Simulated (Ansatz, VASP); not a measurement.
# One calculation of Li2S, two programs

```xyz
3
Lattice="0.0000 2.8453 2.8453 2.8453 0.0000 2.8453 2.8453 2.8453 0.0000" Properties=species:S:1:pos:R:3 pbc="T T T"
Li    1.4226    1.4226    1.4226
Li    4.2679    4.2679    4.2679
S     0.0000    0.0000    0.0000
```

Alike in both runs: task single point; functional PBE; k mesh 6 × 6 × 6; no spin polarisation.

```csv
,VASP,Ansatz
version,VASP 6.6.1,Ansatz 0.2.0
potentials or method,"VASP PAW PBE potentials, release 64 (Li_sv, S)","plane waves, PAW"
plane-wave cutoff (eV),750,420
occupations,"gaussian, width 0.01 eV",fixed
valence electrons in the cell,12,12
```

|  | VASP | Ansatz | Ansatz less VASP |
| --- | --- | --- | --- |
| gap on the k mesh at the Fermi level (eV) | 3.39 | 3.39 | +0.001 |
